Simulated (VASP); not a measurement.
W, 1 atom in the cell. It takes space group Im-3m (No. 229, cubic). Conventional cell: a = 3.170 Å, b = 3.170 Å, c = 3.170 Å, α = 90.00°, β = 90.00°, γ = 90.00°. W (site symmetry m-3m) has 14 W at 2.74 to 3.17 Å within 3.6 Å. 

* Program: VASP 6.6.1
* Task: relaxation of cell and atoms
* Functional: r2SCAN
* Potentials or basis: VASP PAW PBE potentials, release 64 (W_sv)
* Cutoff: 600 eV
* k mesh: 24 × 24 × 24
* Occupations: gaussian, width 0.1 eV
* Spin: no spin polarisation
* Dipole correction: no
* Further INCAR settings: ALGO = Normal; EDIFF = 1e-06; IBRION = 2; EDIFFG = -0.01; NSW = 100; ISIF = 3

Potentials or basis: VASP PAW PBE potentials, release 64 (W_sv).

Command:

```sh
$ cat potpaw_PBE.64/W_sv/POTCAR > POTCAR
$ cp INCAR.step1 INCAR
$ mpirun -np 1 vasp_std > vasp.out
$ cp INCAR.step2 INCAR
$ mpirun -np 1 vasp_std > vasp.out
```

Hardware: 1 thread of Intel(R) Xeon(R) Platinum 8488C (Sapphire Rapids), on a shared host.

**Question.** Estimate the wall time of this run.

**Answer.** Run time: 5.1 min on 1 thread of Intel(R) Xeon(R) Platinum 8488C (Sapphire Rapids) (shared host), peak memory 0.24 GiB. Counts: k points 413, ion steps 3.
